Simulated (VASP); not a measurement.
Write the native input for VASP 6.6.1 that does the following.

```yaml
Task: single point
Functional: r2SCAN
Potentials_or_basis: VASP PAW PBE potentials, release 64 (Pt)
Cutoff: 520 eV
k_mesh: 16 × 16 × 16
Occupations: fermi-dirac, width 0.1 eV
Spin: no spin polarisation
Dipole_correction: no
Further_INCAR_settings: ALGO = Normal; EDIFF = 1e-07; NBANDS = 11
```

Pt:

```xyz
1
Lattice="-1.5704 1.5704 1.5704 1.5704 -1.5704 1.5704 1.5704 1.5704 -1.5704" Properties=species:S:1:pos:R:3 pbc="T T T"
Pt    0.0000    0.0000    0.0000
```

The input as run:

POSCAR

```
Pt
1.0
   -1.5704377197      1.5704377197      1.5704377197
    1.5704377197     -1.5704377197      1.5704377197
    1.5704377197      1.5704377197     -1.5704377197
Pt
1
Direct
    0.0000000000      0.0000000000      0.0000000000
```

INCAR.step1

```
ALGO = Normal ; EDIFF = 1E-4
ENCUT = 520 ; GGA = PE
ISMEAR = -1 ; LASPH = True
LCHARG = False ; LREAL = False
LWAVE = True ; NBANDS = 11
NELM = 60 ; PREC = Accurate
SIGMA = 0.1
```

INCAR.step2

```
ALGO = Normal ; EDIFF = 1E-7
ENCUT = 520 ; ISIF = 2
ISMEAR = -1 ; ISTART = 1
LASPH = True ; LCHARG = False
LMIXTAU = True ; LREAL = False
LWAVE = False ; METAGGA = R2SCAN
NBANDS = 11 ; NELM = 60
PREC = Accurate ; SIGMA = 0.1
```

KPOINTS

```
k-points
0
Gamma
  16 16 16
```

Potentials or basis: VASP PAW PBE potentials, release 64 (Pt).

Command:

```sh
$ cat potpaw_PBE.64/Pt/POTCAR > POTCAR
$ cp INCAR.step1 INCAR
$ mpirun -np 1 vasp_std > vasp.out
$ cp INCAR.step2 INCAR
$ mpirun -np 1 vasp_std > vasp.out
```

Results of the run:

| Item | Value |
| --- | --- |
| Pressure | 0.7 GPa |
| Band gap on the k mesh | zero (band 5 reaches 11.43 eV, above the bottom of band 6 at 9.02 eV) |

Caveat: the PAW data sets were made with another functional, which shifts forces and pressure a little; spin-orbit coupling is left out, which moves the levels of the heavy elements.

Run time: 32 s on 1 thread of Intel(R) Xeon(R) 6975P-C (Granite Rapids), on a shared host, peak memory 0.14 GiB.
